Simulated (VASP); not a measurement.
Runs of VASP 6.6.1 on BiTe. The structure is that of space group Pm-3m (No. 221), or close to it. The cells are those of the table. 

| task | cell | cutoff (eV) | gap on the mesh (eV) | pressure (GPa) |
| --- | --- | --- | --- | --- |
| relaxation of cell and atoms | relaxed to 20 GPa from a = 3.980 Å, 2 atoms | 600 | none | 20.0 |
| single point | a = 3.832 Å, 2 atoms | 520 | none | (a) |
| single point | a = 3.594 Å, 2 atoms | 520 | none | 20.3 |
| relaxation of cell and atoms | relaxed to 10 GPa from a = 3.980 Å, 2 atoms | 600 | none | 10.0 |
| single point | a = 3.750 Å, 2 atoms | 520 | none | 5.2 |

Alike in all rows: level LDA; potentials or basis VASP PAW LDA potentials, release 64 (Bi_d, Te); no spin polarisation; k mesh 6 × 6 × 6; smearing fermi-dirac 0.05 eV.

Problem. Estimate the missing entries.

Solution. (a) 0.0.

Caveats: spin-orbit coupling is left out, which moves the levels of the heavy elements; the cell is relaxed towards a set pressure, so the run minimises the enthalpy, not the energy (at least some runs); the cell stands under pressure (at least some runs).

A k mesh can miss the band edges, and the runs leave out spin-orbit coupling on Bi, Te.

A gap of «none» marks levels without a gap at the run's occupations.
